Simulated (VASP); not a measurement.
Wanted: the native input for a VASP 6.6.1 run.

- Task: single point
- Functional: PBE
- Potentials or basis: VASP PAW PBE potentials, release 64 (Sn_d)
- Cutoff: 520 eV
- k mesh: 12 × 12 × 12
- Occupations: fermi-dirac, width 0.15 eV
- Spin: no spin polarisation
- Dipole correction: no
- Further INCAR settings: ALGO = Normal; EDIFF = 1e-06; NBANDS = 21

The structure of Sn lies in POSCAR:

```
Sn
1.0
    0.0000000000      3.3515187112      3.3515187112
    3.3515187112      0.0000000000      3.3515187112
    3.3515187112      3.3515187112      0.0000000000
Sn
2
Direct
    0.5000000000      0.5000000000      0.5000000000
    0.7500000000      0.7500000000      0.7500000000
```

This cell differs from its parent crystal: volume scaled by 1.02.

The input as run:

INCAR

```
SYSTEM = Sn
PREC = Accurate ; ENCUT = 520
EDIFF = 1E-6 ; ISMEAR = -1
SIGMA = 0.15 ; LREAL = .False.
LASPH = .True. ; NELM = 60
ALGO = Normal ; ISIF = 2
LWAVE = .False. ; LCHARG = .True.
GGA = PE ; LELF = .True.
LVHAR = .True. ; NBANDS = 21
```

KPOINTS

```
Automatic mesh
0
Gamma
  12 12 12
  0 0 0
```

Potentials or basis: VASP PAW PBE potentials, release 64 (Sn_d).

Command:

```bash
$ cat potpaw_PBE.64/Sn_d/POTCAR > POTCAR
$ mpirun -np 1 vasp_std > vasp.out
```

Results of the run:

```json
{
  "Pressure": "-0.7 GPa",
  "Band gap on the k mesh": "zero (band 14 reaches 4.75 eV, above the bottom of band 15 at 4.48 eV)"
}
```

Caveat: spin-orbit coupling is left out, which moves the levels of the heavy elements.

It took 67 s on 1 thread of Intel(R) Xeon(R) Platinum 8259CL CPU @ 2.50GHz (Skylake/Cascade Lake), with other jobs on the host, peak memory 0.25 GiB.
